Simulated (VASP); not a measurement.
# S (I4_1/amd) in VASP: a series of runs

Runs on S. Level: PBE. Tasks: single point, relaxation of cell and atoms.

All numbers are computed with VASP 6.6.1; they aren't measurements. Logs are shortened: lines on timing, memory, paths and dates and some standing lists are left out, and cuts for length are marked.

## Step 1: The cell of the first run

The structure is tetragonal, space group I4_1/amd (No. 141). The conventional cell has a = 3.247 Å, b = 3.247 Å, c = 18.469 Å, α = 90.00°, β = 90.00°, γ = 90.00°. Within 3.1 Å of S (site symmetry 2mm) lie 4 S at 2.38 Å.

## Step 2: Single point, PBE

INCAR

```
  PREC = Accurate
  ENCUT = 520
  EDIFF = 1E-7
  ISMEAR = 0
  SIGMA = 0.1
  LREAL = False
  LASPH = True
  NELM = 60
  ALGO = Normal
  ISIF = 2
  LWAVE = False
  LCHARG = False
  GGA = PE
  NBANDS = 20
```

KPOINTS

```
regular mesh
0
Gamma
  6 6 6
```

POSCAR

```
S
1.0
   -1.6236400448      1.6236400448      9.2346641667
    1.6236400448     -1.6236400448      9.2346641667
    1.6236400448      1.6236400448     -9.2346641667
S
4
Direct
    0.7669128760      0.7669128760      0.0000000000
    0.5169128760      0.0169128760      0.5000000000
    0.2330871240      0.2330871240      0.0000000000
    0.9830871240      0.4830871240      0.5000000000
```

Potentials or basis: VASP PAW PBE potentials, release 64 (S).

Command:

```console
cat potpaw_PBE.64/S/POTCAR > POTCAR
mpirun -np 1 vasp_std > vasp.out
```

OUTCAR:

```text
PREC = Accurate
   ENCUT = 520
   EDIFF = 1E-7
   ISMEAR = 0
   LREAL = False
   LASPH = True
   NELM = 60
   ISIF = 2
   GGA = PE

 ion  position               nearest neighbor table
   1  0.767  0.767  0.000-   3 2.38   3 2.38   3 2.38   3 2.38
   2  0.517  0.017  0.500-   4 2.38   4 2.38   4 2.38   4 2.38
   3  0.233  0.233  0.000-   1 2.38   1 2.38   1 2.38   1 2.38
   4  0.983  0.483  0.500-   2 2.38   2 2.38   2 2.38   2 2.38

  LATTYP: Found a body centered tetragonal cell.
 ALAT       =     3.2472800896
 C/A-ratio  =     5.6876302086

  Lattice vectors:

 A1 = (  -1.6236400448,   1.6236400448,   9.2346641667)
 A2 = (   1.6236400448,  -1.6236400448,   9.2346641667)
 A3 = (   1.6236400448,   1.6236400448,  -9.2346641667)

Analysis of symmetry for initial positions (statically):
=====================================================================
 Subroutine PRICEL returns:
 Original cell was already a primitive cell.

 Routine SETGRP: Setting up the symmetry group for a
 body centered tetragonal supercell.

 Subroutine GETGRP returns: Found 16 space group operations
 (whereof  8 operations were pure point group operations)
 out of a pool of 16 trial point group operations.

The static configuration has the point symmetry D_2d.
 The point group associated with its full space group is D_4h.

Analysis of symmetry for dynamics (positions and initial velocities):
=====================================================================
 Subroutine PRICEL returns:
 Original cell was already a primitive cell.

 Routine SETGRP: Setting up the symmetry group for a
 body centered tetragonal supercell.

 Subroutine GETGRP returns: Found 16 space group operations
 (whereof  8 operations were pure point group operations)
 out of a pool of 16 trial point group operations.

The dynamic configuration has the point symmetry D_2d.
 The point group associated with its full space group is D_4h.

 Subroutine INISYM returns: Found 16 space group operations
 (whereof  8 operations are pure point group operations),
 and found     1 'primitive' translations

----------------------------------------------------------------------------------------

                                     Primitive cell

  volume of cell :      97.3779

  direct lattice vectors                    reciprocal lattice vectors
    -1.623640045  1.623640045  9.234664167     0.000000000  0.307950030  0.054143821
     1.623640045 -1.623640045  9.234664167     0.307950030  0.000000000  0.054143821
     1.623640045  1.623640045 -9.234664167     0.307950030  0.307950030  0.000000000

  length of vectors
     9.515851841  9.515851841  9.515851841     0.312673590  0.312673590  0.435507109

  position of ions in fractional coordinates (direct lattice)
     0.766912876  0.766912876  0.000000000
     0.516912876  0.016912876  0.500000000
     0.233087124  0.233087124  0.000000000
     0.983087124  0.483087124  0.500000000

  ion indices of the primitive-cell ions
   primitive index   ion index
                 1           1
                 2           2
                 3           3
                 4           4

----------------------------------------------------------------------------------------

 KPOINTS: regular mesh

Automatic generation of k-mesh.
 Grid dimensions read from file:
 generate k-points for:    6    6    6

 Generating k-lattice:

  Cartesian coordinates                     Fractional coordinates (reciprocal lattice)
     0.000000000  0.051325005  0.009023970     0.166666667  0.000000000 -0.000000000
     0.051325005  0.000000000  0.009023970     0.000000000  0.166666667 -0.000000000
     0.051325005  0.051325005  0.000000000     0.000000000  0.000000000  0.166666667

  Length of vectors
     0.052112265  0.052112265  0.072584518

  Shift w.r.t. Gamma in fractional coordinates (k-lattice)
     0.000000000  0.000000000  0.000000000

 Subroutine IBZKPT returns following result:
 ===========================================

 Found     30 irreducible k-points:

 Following reciprocal coordinates:
            Coordinates               Weight
  0.000000  0.000000  0.000000      1.000000
  0.166667  0.000000  0.000000      8.000000
  0.333333  0.000000  0.000000      8.000000
  0.500000 -0.000000  0.000000      4.000000
  0.166667  0.166667  0.000000      8.000000
  0.333333  0.166667  0.000000     16.000000
[... 16 lines left out ...]
 -0.333333 -0.333333  0.166667      8.000000
 -0.166667 -0.333333  0.166667      8.000000
 [... further k-points ...]
   k-points           NKPTS =     30   k-points in BZ     NKDIM =     30   number of bands    NBANDS=     20
   number of dos      NEDOS =    301   number of ions     NIONS =      4
   total plane-waves  NPLWV = 373248
   dimension x,y,z NGX =    72 NGY =   72 NGZ =   72
   dimension x,y,z NGXF=   144 NGYF=  144 NGZF=  144
   ions per type =               4
   NGX,Y,Z   is equivalent  to a cutoff of  12.58, 12.58, 12.58 a.u.
   NGXF,Y,Z  is equivalent  to a cutoff of  25.16, 25.16, 25.16 a.u.
 SYSTEM =  unknown system
   PREC   = accura    normal or accurate (medium, high low for compatibility)
   ISTART =      0    job   : 0-new  1-cont  2-samecut
   ICHARG =      2    charge: 1-file 2-atom 10-const
   ISPIN  =      1    spin polarized calculation?
   LNONCOLLINEAR =      F non collinear calculations
   LSORBIT =      F    spin-orbit coupling
   LASPH  =      T    aspherical Exc in radial PAW
   ENCUT  =  520.0 eV  38.22 Ry    6.18 a.u.  17.69 17.69 17.69*2*pi/ulx,y,z
   NELM   =     60;   NELMIN=  2; NELMDL= -5     # of ELM steps
   EDIFF  = 0.1E-06   stopping-criterion for ELM
   LREAL  =      F    real-space projection
   EDIFFG = 0.1E-05   stopping-criterion for IOM
   NSW    =      0    number of steps for IOM
   IBRION =     -1    ionic relax: 0-MD 1-quasi-New 2-CG
   NFREE  =      0    steps in history (QN), initial steepest desc. (CG)
   ISIF   =      2    stress and relaxation
   ISYM   =      2    0-nonsym 1-usesym 2-fastsym
   POTIM  = 0.5000    time-step for ionic-motion
   TEBEG  =    0.0;   TEEND  =   0.0 temperature during run
   PSTRESS=    0.0 pullay stress
   NELECT =      24.0000    total number of electrons
   NUPDOWN=      -1.0000    fix difference up-down
   EMIN   =  10.00;   EMAX   =-10.00  energy-range for DOS
   EFERMI =   0.00;   METHOD = LEGACY
   ISMEAR =     0;   SIGMA  =   0.10  broadening in eV -4-tet -1-fermi 0-gaus
   EFERMI_NEDOS =   21; number of points for ismear=-14 and -15
   IALGO  =     38    algorithm
   IMIX   =      4    mixing-type and parameters
     AMIX     =   0.40;   BMIX     =  1.00
     AMIX_MAG =   1.60;   BMIX_MAG =  1.00
  volume/ion in A,a.u.               =      24.34       164.28
  Fermi-wavevector in a.u.,A,eV,Ry     =   1.026420  1.939652 14.334251  1.053538
  Thomas-Fermi vector in A             =   2.160312
   LORBIT       =      0    0 simple, 1 ext, 2 COOP (PROOUT), +10 PAW based schemes
   GGA     = PE    functional components
   LHFCALC =     F    Hartree Fock is set to
   AEXX    =    0.0000 exact exchange contribution
   IVDW    =     0    specifies the selected vdW correction
   LEPSILON=     F    determine dielectric tensor
   LRPA    =     F    only Hartree local field effects (RPA)
 non-spin polarized calculation
 Gauss-broadening in eV      SIGMA  =   0.10
  energy-cutoff  :      520.00
  volume of cell :       97.38
 maximum number of plane-waves:      2652
   NGX = 35   NGY = 35   NGZ = 35

 number of electron      23.9999998 magnetization

 Free energy of the ion-electron system (eV)
  ---------------------------------------------------
  ext. energy  EPLUGINS =         0.00000000
  ---------------------------------------------------
  free energy    TOTEN  =       -14.78829848 eV

  energy without entropy =      -14.78463555  energy(sigma->0) =      -14.78646701

 E-fermi :   3.1934     XC(G=0):  -8.3521

 val. band max:        3.0652979488   @ k =  -0.3333  -0.3333   0.3333
 cond. band min:       3.2107528936   @ k =  -0.1667  -0.1667   0.1667
 fundamental gap:      0.1454549448
 Fermi energy:         3.1934291670

 k-point     1 :       0.0000    0.0000    0.0000
  band No.  band energies     occupation
      1     -13.8731      2.00000
      2     -13.8341      2.00000
      3      -5.8746      2.00000
      4      -5.6792      2.00000
      5      -1.6717      2.00000
      6      -1.6717      2.00000
[... 12 lines left out ...]
     19       8.3854      0.00000
     20      10.5498      0.00000

 k-point     2 :       0.1667    0.0000    0.0000
  band No.  band energies     occupation
      1     -13.5328      2.00000
      2     -13.4955      2.00000
      3      -6.7310      2.00000
      4      -6.6497      2.00000
      5      -2.5564      2.00000
      6      -2.2166      2.00000
[... 12 lines left out ...]
     19       8.5280      0.00000
     20      10.6978      0.00000

 k-point     3 :       0.3333    0.0000    0.0000
  band No.  band energies     occupation
      1     -12.5254      2.00000
      2     -12.4930      2.00000
      3      -8.8053      2.00000
      4      -8.7840      2.00000
      5      -2.1093      2.00000
      6      -1.7315      2.00000
[... 12 lines left out ...]
     19      11.1064      0.00000
     20      11.6467      0.00000

 k-point     4 :       0.5000   -0.0000    0.0000
  band No.  band energies     occupation
      1     -10.9079      2.00000
      2     -10.8956      2.00000
      3     -10.8833      2.00000
      4     -10.8701      2.00000
      5      -0.7926      2.00000
      6      -0.7007      2.00000
[... 12 lines left out ...]
     19      10.1453      0.00000
     20      11.3161      0.00000

 k-point     5 :       0.1667    0.1667    0.0000
  band No.  band energies     occupation
      1     -13.1957      2.00000
      2     -13.1626      2.00000
      3      -7.1363      2.00000
      4      -7.0860      2.00000
      5      -2.8554      2.00000
      6      -2.8551      2.00000
[... 12 lines left out ...]
     19       9.3074      0.00000
     20      10.4297      0.00000

 k-point     6 :       0.3333    0.1667    0.0000
  band No.  band energies     occupation
      1     -12.2042      2.00000
      2     -12.1782      2.00000
      3      -8.6910      2.00000
      4      -8.6698      2.00000
      5      -2.9404      2.00000
      6      -2.8983      2.00000
[... 12 lines left out ...]
     19      11.0616      0.00000
     20      11.7286      0.00000

 k-point     7 :       0.5000    0.1667    0.0000
  band No.  band energies     occupation
      1     -10.6368      2.00000
      2     -10.6238      2.00000
      3     -10.6138      2.00000
      4     -10.6000      2.00000
      5      -1.6999      2.00000
      6      -1.6867      2.00000
[... 12 lines left out ...]
     19      10.1344      0.00000
     20      11.1043      0.00000
[... 277 lines left out ...]
 k-point    20 :       0.5000    0.5000    0.1667
  band No.  band energies     occupation
      1     -11.2722      2.00000
      2     -11.2722      2.00000
      3      -8.7974      2.00000
      4      -8.7974      2.00000
      5      -4.4121      2.00000
      6      -4.4121      2.00000
[... 12 lines left out ...]
     19      11.4682      0.00000
     20      11.4682      0.00000

 k-point    21 :      -0.3333    0.5000    0.1667
  band No.  band energies     occupation
      1     -12.1960      2.00000
      2     -12.1865      2.00000
      3      -8.6925      2.00000
      4      -8.6681      2.00000
      5      -2.9325      2.00000
      6      -2.9045      2.00000
[... 12 lines left out ...]
     19      11.0756      0.00000
     20      11.7932      0.00000

 k-point    22 :      -0.1667    0.5000    0.1667
  band No.  band energies     occupation
      1     -12.5186      2.00000
      2     -12.4999      2.00000
      3      -8.8083      2.00000
      4      -8.7808      2.00000
      5      -2.0352      2.00000
      6      -1.8176      2.00000
[... 12 lines left out ...]
     19      10.9760      0.00000
     20      11.6400      0.00000

 k-point    23 :      -0.3333   -0.3333    0.1667
  band No.  band energies     occupation
      1     -13.1888      2.00000
      2     -13.1697      2.00000
      3      -7.1255      2.00000
      4      -7.0964      2.00000
      5      -2.8552      2.00000
      6      -2.8551      2.00000
[... 12 lines left out ...]
     19       9.3050      0.00000
     20       9.6093      0.00000

 k-point    24 :      -0.1667   -0.3333    0.1667
  band No.  band energies     occupation
      1     -13.5278      2.00000
      2     -13.5005      2.00000
      3      -6.7203      2.00000
      4      -6.6598      2.00000
      5      -2.5150      2.00000
      6      -2.2666      2.00000
[... 12 lines left out ...]
     19       8.6605      0.00000
     20      10.0344      0.00000

 [... further k-points ...]

------------------------ aborting loop because EDIFF is reached ----------------------------------------

  FORCE on cell =-STRESS in cart. coord.  units (eV):
  Direction    XX          YY          ZZ          XY          YZ          ZX
  --------------------------------------------------------------------------------------
  -------------------------------------------------------------------------------------
  Total       -0.0846849     -0.0846849      0.0289009      0.0000000      0.0000000      0.0000000
  in kB       -1.3933370     -1.3933370      0.4755118      0.0000000      0.0000000      0.0000000
  external PRESSURE =      -0.7703874 kB  Pullay stress =       0.0000000 kB

 VOLUME and BASIS-vectors are now :
 -----------------------------------------------------------------------------
  energy-cutoff  :      520.00
  volume of cell :       97.38
      direct lattice vectors                 reciprocal lattice vectors
    -1.623640045  1.623640045  9.234664167     0.000000000  0.307950030  0.054143821
     1.623640045 -1.623640045  9.234664167     0.307950030  0.000000000  0.054143821
     1.623640045  1.623640045 -9.234664167     0.307950030  0.307950030  0.000000000

 POSITION                                       TOTAL-FORCE (eV/Angst)
 -----------------------------------------------------------------------------------
      0.00000      0.00000     14.16437        -0.000000     -0.000000     -0.006430
      0.00000      1.62364      0.31237         0.000000      0.000000     -0.006430
      0.00000      0.00000      4.30496         0.000000      0.000000      0.006430
     -0.00000      1.62364      8.92229        -0.000000     -0.000000      0.006430
 -----------------------------------------------------------------------------------
    total drift:                                0.000000     -0.000000      0.000000

  FREE ENERGIE OF THE ION-ELECTRON SYSTEM (eV)
  ---------------------------------------------------
  free  energy   TOTEN  =       -14.7882984780 eV

  energy  without entropy=      -14.7846355504  energy(sigma->0) =      -14.78646701
```

It took 5.2 min on 1 thread of Intel Xeon Platinum 8375C at 2.90GHz (Ice Lake), shared host; peak memory 0.64 GiB.

What came out:

```yaml
Free_energy: -14.7883 eV
Pressure: -0.1 GPa
Largest_force: 0.006 eV/Å
```

Forces in eV/Å, atoms in the order of the input:
```
S    0.000  0.000 -0.006
S    0.000  0.000 -0.006
S    0.000  0.000  0.006
S    0.000  0.000  0.006
```

Stress tensor (GPa, compression positive):
```
-0.14  0.00  0.00
 0.00 -0.14  0.00
 0.00  0.00  0.05
```

Caveat: the k points lie up to 0.46 Å⁻¹ apart.

## Step 3: Single point, PBE

This run uses another cell than the first one, of 26.01 Å³/atom, 1.068 times its volume.

INCAR

```
SYSTEM = S
  ALGO = Normal
  EDIFF = 1E-6
  ENCUT = 520
  GGA = PE
  ISIF = 2
  ISMEAR = 0
  LASPH = .True.
  LCHARG = .True.
  LELF = .True.
  LREAL = .False.
  LVHAR = .True.
  LWAVE = .False.
  NBANDS = 20
  NELM = 100
  PREC = Accurate
  SIGMA = 0.1
```

KPOINTS

```
k-points
0
Gamma
  6 6 6
  0 0 0
```

POSCAR

```
S
1.0
   -1.9734786800      1.9734786800      6.6779360300
    1.9734786800     -1.9734786800      6.6779360300
    1.9734786800      1.9734786800     -6.6779360300
S
4
Direct
    0.7920000000      0.7920000000      0.0000000000
    0.5420000000      0.0420000000      0.5000000000
    0.2080000000      0.2080000000      0.0000000000
    0.9580000000      0.4580000000      0.5000000000
```

Potentials or basis: VASP PAW PBE potentials, release 64 (S).

Command:

```console
cat potpaw_PBE.64/S/POTCAR > POTCAR
mpirun -np 1 vasp_std > vasp.out
```

It took 2.1 min on 1 thread of Intel Xeon Platinum 8375C at 2.90GHz (Ice Lake), shared host; peak memory 0.36 GiB.

It converged, with:

* Free energy: -10.9918 eV
* Pressure: -13.0 GPa
* Largest force: 0.176 eV/Å
* Band gap on the k mesh: zero (band 12 reaches 2.44 eV, above the bottom of band 13 at 1.57 eV)

Forces in eV/Å, atoms in the order of the input:
```
S    0.000  0.000 -0.176
S    0.000  0.000 -0.176
S    0.000  0.000  0.176
S    0.000  0.000  0.176
```

Stress tensor (GPa, compression positive):
```
-14.31   0.00   0.00
  0.00 -14.31   0.00
  0.00   0.00 -10.35
```

Levels at points of the mesh, in eV from the Fermi level:
```
           k point  band 10  band 11  band 12  band 13  band 14  band 15
(0.00, 0.00, 0.00)    -1.66    -0.44     0.66     0.69     0.69     1.31
(0.50, 0.00, 0.00)    -0.84    -0.75    -0.55    -0.09     0.40     0.66
(0.50, 0.50, 0.00)    -1.96    -0.51    -0.51     0.66     0.66     1.77
(0.50, 0.50, 0.50)    -1.58     0.02     0.02     0.11     0.11     1.57
```

Caveat: the k points lie up to 0.38 Å⁻¹ apart.

[end of part 1 of 2]
